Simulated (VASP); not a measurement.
# VO2 (P4_2/mnm) in VASP: notebook

VO2 is run at these levels: PBE, BLYP+D4, PBEsol+D4, BLYP+D3(BJ); tasks: single point.

All numbers are computed with VASP 6.6.1; they aren't measurements. Logs are shortened: lines on timing, memory, paths and dates and some standing lists are left out, and cuts for length are marked.

**1. The cell of the first run**

It takes space group P4_2/mnm (No. 136, tetragonal). Conventional cell: a = 4.415 Å, b = 4.415 Å, c = 2.982 Å, α = 90.00°, β = 90.00°, γ = 90.00°. Within 2.5 Å of V (site symmetry mmm) lie 6 O at 1.87 to 1.95 Å. O (site symmetry m2m) has 3 V at 1.87 to 1.95 Å and 9 O at 2.50 to 2.70 Å within 2.7 Å.

**2. Single point, PBE, collinear spin, ferromagnetic start**

File INCAR:

```
SYSTEM = VO2
PREC = Accurate ; ENCUT = 600
EDIFF = 1E-6 ; ISMEAR = -1
SIGMA = 0.05 ; LREAL = .False.
LASPH = .True. ; NELM = 200
ALGO = Normal ; ISIF = 2
LWAVE = .False. ; LCHARG = .False.
ISPIN = 2 ; MAGMOM = 2 2 0 0 0 0
LORBIT = 11 ; LMAXMIX = 4
GGA = PE ; NBANDS = 38
GGA_COMPAT = .False.
```

File KPOINTS:

```
Automatic mesh
0
Gamma
  6 6 9
  0 0 0
```

File POSCAR:

```
VO2
1.0
    4.4151925128      0.0000000000      0.0000000000
    0.0000000000      4.4151925128      0.0000000000
    0.0000000000      0.0000000000      2.9823009287
V O
2 4
Direct
    0.5000000000      0.5000000000      0.5000000000
    0.0000000000      0.0000000000      0.0000000000
    0.2003580000      0.7996420000      0.5000000000
    0.7996420000      0.2003580000      0.5000000000
    0.7003580000      0.7003580000      0.0000000000
    0.2996420000      0.2996420000      0.0000000000
```

Potentials or basis: VASP PAW PBE potentials, release 64 (V_sv, O).

On the command line:

```
$ cat potpaw_PBE.64/V_sv/POTCAR potpaw_PBE.64/O/POTCAR > POTCAR
$ mpirun -np 1 vasp_std > vasp.out
```

OUTCAR:

```text
SYSTEM = VO2
   PREC = Accurate
   ENCUT = 600
   EDIFF = 1E-6
   ISMEAR = -1
   LREAL = .False.
   LASPH = .True.
   NELM = 200
   ISIF = 2
   ISPIN = 2
   LORBIT = 11
   GGA = PE

 ion  position               nearest neighbor table
   1  0.500  0.500  0.500-   3 1.87   4 1.87   5 1.95   6 1.95   5 1.95   6 1.95
   2  0.000  0.000  0.000-   5 1.87   6 1.87   3 1.95   4 1.95   3 1.95   4 1.95
   3  0.200  0.800  0.500-   1 1.87   2 1.95   2 1.95
   4  0.800  0.200  0.500-   1 1.87   2 1.95   2 1.95
   5  0.700  0.700  0.000-   2 1.87   1 1.95   1 1.95
   6  0.300  0.300  0.000-   2 1.87   1 1.95   1 1.95

  LATTYP: Found a simple tetragonal cell.
 ALAT       =     4.4151925128
 C/A-ratio  =     0.6754633960

  Lattice vectors:

 A1 = (   4.4151925128,   0.0000000000,   0.0000000000)
 A2 = (   0.0000000000,   4.4151925128,   0.0000000000)
 A3 = (   0.0000000000,   0.0000000000,   2.9823009287)

Analysis of symmetry for initial positions (statically):
=====================================================================
 Subroutine PRICEL returns:
 Original cell was already a primitive cell.

 Routine SETGRP: Setting up the symmetry group for a
 simple tetragonal supercell.

 Subroutine GETGRP returns: Found 16 space group operations
 (whereof  8 operations were pure point group operations)
 out of a pool of 16 trial point group operations.

The static configuration has the point symmetry D_2h.
 The point group associated with its full space group is D_4h.

Analysis of symmetry for dynamics (positions and initial velocities):
=====================================================================
 Subroutine PRICEL returns:
 Original cell was already a primitive cell.

 Routine SETGRP: Setting up the symmetry group for a
 simple tetragonal supercell.

 Subroutine GETGRP returns: Found 16 space group operations
 (whereof  8 operations were pure point group operations)
 out of a pool of 16 trial point group operations.

The dynamic configuration has the point symmetry D_2h.
 The point group associated with its full space group is D_4h.

Analysis of structural, dynamic, and magnetic symmetry:
=====================================================================
 Subroutine PRICEL returns:
 Original cell was already a primitive cell.

 Routine SETGRP: Setting up the symmetry group for a
 simple tetragonal supercell.

 Subroutine GETGRP returns: Found 16 space group operations
 (whereof  8 operations were pure point group operations)
 out of a pool of 16 trial point group operations.

The overall configuration has the point symmetry D_2h.
 The point group associated with its full space group is D_4h.

 Subroutine INISYM returns: Found 16 space group operations
 (whereof  8 operations are pure point group operations),
 and found     1 'primitive' translations

----------------------------------------------------------------------------------------

                                     Primitive cell

  volume of cell :      58.1368

  direct lattice vectors                    reciprocal lattice vectors
     4.415192513  0.000000000  0.000000000     0.226490690  0.000000000  0.000000000
     0.000000000  4.415192513  0.000000000     0.000000000  0.226490690  0.000000000
     0.000000000  0.000000000  2.982300929     0.000000000  0.000000000  0.335311568

  length of vectors
     4.415192513  4.415192513  2.982300929     0.226490690  0.226490690  0.335311568

  position of ions in fractional coordinates (direct lattice)
     0.500000000  0.500000000  0.500000000
     0.000000000  0.000000000  0.000000000
     0.200358000  0.799642000  0.500000000
     0.799642000  0.200358000  0.500000000
     0.700358000  0.700358000  0.000000000
     0.299642000  0.299642000  0.000000000

  ion indices of the primitive-cell ions
   primitive index   ion index
                 1           1
                 2           2
                 3           3
                 4           4
                 5           5
                 6           6

----------------------------------------------------------------------------------------

 KPOINTS: Automatic mesh

Automatic generation of k-mesh.
 Grid dimensions read from file:
 generate k-points for:    6    6    9

 Generating k-lattice:

  Cartesian coordinates                     Fractional coordinates (reciprocal lattice)
     0.037748448  0.000000000  0.000000000     0.166666667  0.000000000  0.000000000
     0.000000000  0.037748448  0.000000000     0.000000000  0.166666667  0.000000000
     0.000000000  0.000000000  0.037256841     0.000000000  0.000000000  0.111111111

  Length of vectors
     0.037748448  0.037748448  0.037256841

  Shift w.r.t. Gamma in fractional coordinates (k-lattice)
     0.000000000  0.000000000  0.000000000

 Subroutine IBZKPT returns following result:
 ===========================================

 Found     50 irreducible k-points:

 Following reciprocal coordinates:
            Coordinates               Weight
  0.000000  0.000000  0.000000      1.000000
  0.166667  0.000000  0.000000      4.000000
  0.333333  0.000000  0.000000      4.000000
  0.500000  0.000000  0.000000      2.000000
  0.166667  0.166667  0.000000      4.000000
  0.333333  0.166667  0.000000      8.000000
[... 16 lines left out ...]
  0.333333  0.000000  0.222222      8.000000
  0.500000  0.000000  0.222222      4.000000
 [... further k-points ...]
   k-points           NKPTS =     50   k-points in BZ     NKDIM =     50   number of bands    NBANDS=     38
   number of dos      NEDOS =    301   number of ions     NIONS =      6
   total plane-waves  NPLWV =  31104
   dimension x,y,z NGX =    36 NGY =   36 NGZ =   24
   dimension x,y,z NGXF=    72 NGYF=   72 NGZF=   48
   ions per type =               2   4
   NGX,Y,Z   is equivalent  to a cutoff of  13.56, 13.56, 13.38 a.u.
   NGXF,Y,Z  is equivalent  to a cutoff of  27.11, 27.11, 26.76 a.u.
 SYSTEM =  VO2
   PREC   = accura    normal or accurate (medium, high low for compatibility)
   ISTART =      0    job   : 0-new  1-cont  2-samecut
   ICHARG =      2    charge: 1-file 2-atom 10-const
   ISPIN  =      2    spin polarized calculation?
   LNONCOLLINEAR =      F non collinear calculations
   LSORBIT =      F    spin-orbit coupling
   LASPH  =      T    aspherical Exc in radial PAW
   ENCUT  =  600.0 eV  44.10 Ry    6.64 a.u.   8.82  8.82  5.96*2*pi/ulx,y,z
   NELM   =    200;   NELMIN=  2; NELMDL= -5     # of ELM steps
   EDIFF  = 0.1E-05   stopping-criterion for ELM
   LREAL  =      F    real-space projection
[... 7 lines left out ...]
   TEBEG  =    0.0;   TEEND  =   0.0 temperature during run
   PSTRESS=    0.0 pullay stress
   NELECT =      50.0000    total number of electrons
   NUPDOWN=      -1.0000    fix difference up-down
   EMIN   =  10.00;   EMAX   =-10.00  energy-range for DOS
   EFERMI =   0.00;   METHOD = LEGACY
   ISMEAR =    -1;   SIGMA  =   0.05  broadening in eV -4-tet -1-fermi 0-gaus
   EFERMI_NEDOS =   21; number of points for ismear=-14 and -15
   IALGO  =     38    algorithm
   IMIX   =      4    mixing-type and parameters
     AMIX     =   0.40;   BMIX     =  1.00
     AMIX_MAG =   1.60;   BMIX_MAG =  1.00
  volume/ion in A,a.u.               =       9.69        65.39
  Fermi-wavevector in a.u.,A,eV,Ry     =   1.556854  2.942028 32.977729  2.423795
  Thomas-Fermi vector in A             =   2.660589
   LORBIT       =     11    0 simple, 1 ext, 2 COOP (PROOUT), +10 PAW based schemes
   GGA     = PE    functional components
   LHFCALC =     F    Hartree Fock is set to
   AEXX    =    0.0000 exact exchange contribution
   IVDW    =     0    specifies the selected vdW correction
   LEPSILON=     F    determine dielectric tensor
   LRPA    =     F    only Hartree local field effects (RPA)
 spin polarized calculation
  energy-cutoff  :      600.00
  volume of cell :       58.14
 maximum number of plane-waves:      1964
 NGX is ok and might be reduce to    36
   NGX = 17   NGY = 17   NGZ = 11

 number of electron      50.0000021 magnetization       1.9998917

 Free energy of the ion-electron system (eV)
  ---------------------------------------------------
  ext. energy  EPLUGINS =         0.00000000
  ---------------------------------------------------
  free energy    TOTEN  =       -51.72289165 eV

  energy without entropy =      -51.68435199  energy(sigma->0) =      -51.70362182

 E-fermi :   6.4944     XC(G=0): -11.8824

 val. band max:        6.4867051096   @ k =   0.0000   0.0000   0.4444
 cond. band min:       6.4997971730   @ k =   0.5000   0.5000   0.3333
 fundamental gap:      0.0130920634
 Fermi energy:         6.4943608738

 spin component 1

 k-point     1 :       0.0000    0.0000    0.0000
  band No.  band energies     occupation
      1     -59.5368      1.00000
      2     -59.5249      1.00000
      3     -33.3970      1.00000
      4     -33.3970      1.00000
      5     -33.3216      1.00000
      6     -33.2941      1.00000
[... 949 lines left out ...]
     36      16.7887      0.00000
     37      19.8502      0.00000

 [... further k-points ...]

 spin component 2

 k-point     1 :       0.0000    0.0000    0.0000
  band No.  band energies     occupation
      1     -58.4203      1.00000
      2     -58.4076      1.00000
      3     -32.3506      1.00000
      4     -32.3506      1.00000
      5     -32.2080      1.00000
      6     -32.1781      1.00000
[... 949 lines left out ...]
     36      16.9082      0.00000
     37      20.1731      0.00000

 [... further k-points ...]

 [bands above 37 left out]

------------------------ aborting loop because EDIFF is reached ----------------------------------------

  FORCE on cell =-STRESS in cart. coord.  units (eV):
  Direction    XX          YY          ZZ          XY          YZ          ZX
  --------------------------------------------------------------------------------------
  -------------------------------------------------------------------------------------
  Total        4.5902011      4.5902011     -2.5373295      0.0000000      0.0000000      0.0000000
  in kB      126.5002950    126.5002950    -69.9256809      0.0000000      0.0000000      0.0000000
  external PRESSURE =      61.0249697 kB  Pullay stress =       0.0000000 kB

 VOLUME and BASIS-vectors are now :
 -----------------------------------------------------------------------------
  energy-cutoff  :      600.00
  volume of cell :       58.14
      direct lattice vectors                 reciprocal lattice vectors
     4.415192513  0.000000000  0.000000000     0.226490690  0.000000000  0.000000000
     0.000000000  4.415192513  0.000000000     0.000000000  0.226490690  0.000000000
     0.000000000  0.000000000  2.982300929     0.000000000  0.000000000  0.335311568

 POSITION                                       TOTAL-FORCE (eV/Angst)
 -----------------------------------------------------------------------------------
      2.20760      2.20760      1.49115        -0.000000      0.000000      0.000000
      0.00000      0.00000      0.00000        -0.000000      0.000000      0.000000
      0.88462      3.53057      1.49115        -0.155947      0.155947      0.000000
      3.53057      0.88462      1.49115         0.155947     -0.155947     -0.000000
      3.09222      3.09222      0.00000        -0.155947     -0.155947     -0.000000
      1.32298      1.32298      0.00000         0.155947      0.155947      0.000000
 -----------------------------------------------------------------------------------
    total drift:                                0.000000      0.000000      0.000000

  FREE ENERGIE OF THE ION-ELECTRON SYSTEM (eV)
  ---------------------------------------------------
  free  energy   TOTEN  =       -51.7228916493 eV

  energy  without entropy=      -51.6843519854  energy(sigma->0) =      -51.70362182

 total charge

# of ion       s       p       d       tot
------------------------------------------
    1        2.287   6.341   2.910  11.539
    2        2.287   6.341   2.910  11.539
    3        1.571   3.490   0.000   5.060
    4        1.571   3.490   0.000   5.060
    5        1.571   3.490   0.000   5.060
    6        1.571   3.490   0.000   5.060
--------------------------------------------------
tot         10.857  26.642   5.820  43.319

 magnetization (x)

# of ion       s       p       d       tot
------------------------------------------
    1        0.015   0.013   1.031   1.059
    2        0.015   0.013   1.031   1.059
    3       -0.002  -0.054   0.000  -0.056
    4       -0.002  -0.054   0.000  -0.056
    5       -0.002  -0.054   0.000  -0.056
    6       -0.002  -0.054   0.000  -0.056
--------------------------------------------------
tot          0.023  -0.191   2.061   1.893
```

It took 5.9 min on 1 thread of Oxide Virtual Turin-like, shared host; peak memory 0.28 GiB.

What came out:

```
Free energy                                           : -51.7229 eV
Pressure                                              : 6.1 GPa
Largest force                                         : 0.221 eV/Å
Band gap on the k mesh                                : zero (filled and empty bands overlap)
Net moment                                            : 2.00 μB per cell
Site moments                                          : V +1.06; O -0.06 μB
Valence electrons inside the program's atomic spheres : V 11.54; O 5.06
```

Forces on the atoms (eV/Å):
```
V    0.000  0.000  0.000
V    0.000  0.000  0.000
O   -0.156  0.156  0.000
O    0.156 -0.156  0.000
O   -0.156 -0.156  0.000
O    0.156  0.156  0.000
```

Stress tensor (GPa, compression positive):
```
12.65  0.00  0.00
 0.00 12.65  0.00
 0.00  0.00 -6.99
```

Levels at points of the mesh, in eV from the Fermi level:
Spin up:
| k point | band 23 | band 24 | band 25 | band 26 | band 27 | band 28 | band 29 | band 30 |
| --- | --- | --- | --- | --- | --- | --- | --- | --- |
| (0.00, 0.00, 0.00) | -1.75 | -1.23 | -0.86 | -0.52 | -0.39 | -0.38 | -0.38 | 2.04 |
| (0.50, 0.00, 0.00) | -2.06 | -2.06 | -0.14 | -0.14 | 0.41 | 0.41 | 0.98 | 0.98 |
| (0.50, 0.50, 0.00) | -2.58 | -2.58 | -0.79 | -0.79 | -0.35 | -0.35 | 1.41 | 1.41 |
Spin down:
| k point | band 21 | band 22 | band 23 | band 24 | band 25 | band 26 | band 27 | band 28 |
| --- | --- | --- | --- | --- | --- | --- | --- | --- |
| (0.00, 0.00, 0.00) | -2.25 | -1.85 | -1.85 | -1.38 | 0.48 | 0.65 | 0.72 | 0.82 |
| (0.50, 0.00, 0.00) | -3.49 | -3.49 | -2.17 | -2.17 | 1.11 | 1.11 | 1.54 | 1.54 |
| (0.50, 0.50, 0.00) | -3.06 | -3.06 | -2.62 | -2.62 | 0.49 | 0.49 | 0.85 | 0.85 |

Caveat: the stress differs along the axes, from -7 to 13 GPa; semilocal functionals often make such compounds metallic where correlation or magnetic order opens a gap, which also shifts bond lengths. With open d or f shells a metallic result of PBE can be an artefact of self-interaction; +U or a hybrid may open a gap.

**3. Single point, BLYP+D4, collinear spin, ferromagnetic start**

This run uses another cell than the first one, of 9.87 Å³/atom.

File INCAR:

```
PREC     = Accurate       # precision mode
ENCUT    = 600            # plane-wave cutoff, eV
EDIFF    = 1E-6           # SCF threshold, eV
ISMEAR   = -1             # smearing method
SIGMA    = 0.05           # smearing width, eV
LREAL    = False          # projectors in reciprocal space
LASPH    = True           # aspherical terms in the spheres
NELM     = 200            # most SCF steps
ALGO     = Normal         # electronic algorithm
ISIF     = 2              # what is computed and relaxed
LWAVE    = False          # write WAVECAR
LCHARG   = False          # write CHGCAR
ISPIN    = 2              # spin polarisation
MAGMOM   = 2 2 0 0 0 0    # initial moments
LORBIT   = 11             # projections on sites
LMAXMIX  = 4              # l up to which the mixer works
GGA      = B5             # functional
ALDAX    = 1.0          
AGGAX    = 1.0          
AGGAC    = 1.0          
ALDAC    = 0.0          
IVDW     = 13             # dispersion correction
NBANDS   = 38             # bands
VDW_S6   = 1.0          
VDW_S8   = 2.34076671   
VDW_A1   = 0.44488865   
VDW_A2   = 4.0933009    
GGA_COMPAT= False
```

File KPOINTS:

```
Automatic mesh
0
Gamma
  6 6 9
```

File POSCAR:

```
VO2
1.0
    4.5618792922      0.0000000000      0.0000000000
    0.0000000000      4.5618792922      0.0000000000
    0.0000000000      0.0000000000      2.8461900994
V O
2 4
Direct
    0.5000000000      0.5000000000      0.5000000000
    0.0000000000      0.0000000000      0.0000000000
    0.2003494011      0.7996505989      0.5000000000
    0.7996505989      0.2003494011      0.5000000000
    0.7003494011      0.7003494011      0.0000000000
    0.2996505989      0.2996505989      0.0000000000
```

Potentials or basis: VASP PAW PBE potentials, release 64 (V_sv, O).

On the command line:

```
$ cat potpaw_PBE.64/V_sv/POTCAR potpaw_PBE.64/O/POTCAR > POTCAR
$ mpirun -np 1 vasp_std > vasp.out
```

Wall time 6.6 min (1 thread of Oxide Virtual Turin-like, shared host); peak memory 0.29 GiB.

The run converged. Its results:

```
Free energy                                           : -52.0808 eV
Pressure                                              : 0.9 GPa
Largest force                                         : 0.032 eV/Å
Band gap on the k mesh                                : zero (filled and empty bands overlap)
Net moment                                            : 2.00 μB per cell
Site moments                                          : V +1.03; O -0.04 μB
Valence electrons inside the program's atomic spheres : V 11.52; O 5.06
Dispersion energy per atom                            : -0.421 eV
```

Forces on the atoms (eV/Å):
```
V    0.000  0.000  0.000
V    0.000  0.000  0.000
O    0.022 -0.022  0.000
O   -0.022  0.022  0.000
O    0.022  0.022  0.000
O   -0.022 -0.022  0.000
```

Stress tensor (GPa, compression positive):
```
0.71 0.00 0.00
0.00 0.71 0.00
0.00 0.00 1.14
```

Levels at points of the mesh, in eV from the Fermi level:
Spin up:
| k point | band 22 | band 23 | band 24 | band 25 | band 26 | band 27 | band 28 | band 29 | band 30 | band 31 |
| --- | --- | --- | --- | --- | --- | --- | --- | --- | --- | --- |
| (0.00, 0.00, 0.00) | -1.92 | -1.92 | -1.47 | -0.98 | -0.73 | -0.35 | -0.35 | -0.24 | 1.84 | 1.89 |
| (0.50, 0.00, 0.00) | -3.19 | -2.15 | -2.15 | -0.29 | -0.29 | 0.28 | 0.28 | 0.98 | 0.98 | 3.65 |
| (0.50, 0.50, 0.00) | -2.74 | -2.71 | -2.71 | -0.94 | -0.94 | -0.33 | -0.33 | 1.37 | 1.37 | 3.31 |
Spin down:
```tsv
k point	band 21	band 22	band 23	band 24	band 25	band 26	band 27	band 28
(0.00, 0.00, 0.00)	-2.13	-1.99	-1.99	-1.48	0.15	0.22	0.73	0.87
(0.50, 0.00, 0.00)	-3.10	-3.10	-2.22	-2.22	0.75	0.75	1.42	1.42
(0.50, 0.50, 0.00)	-2.78	-2.78	-2.77	-2.77	0.11	0.11	0.89	0.89
```

Caveat: the PAW data sets were made with another functional, which shifts forces and pressure a little; semilocal functionals often make such compounds metallic where correlation or magnetic order opens a gap, which also shifts bond lengths.

[end of part 1 of 2]

The gap in the log of VASP goes by the Fermi energy; the results here count the filled bands.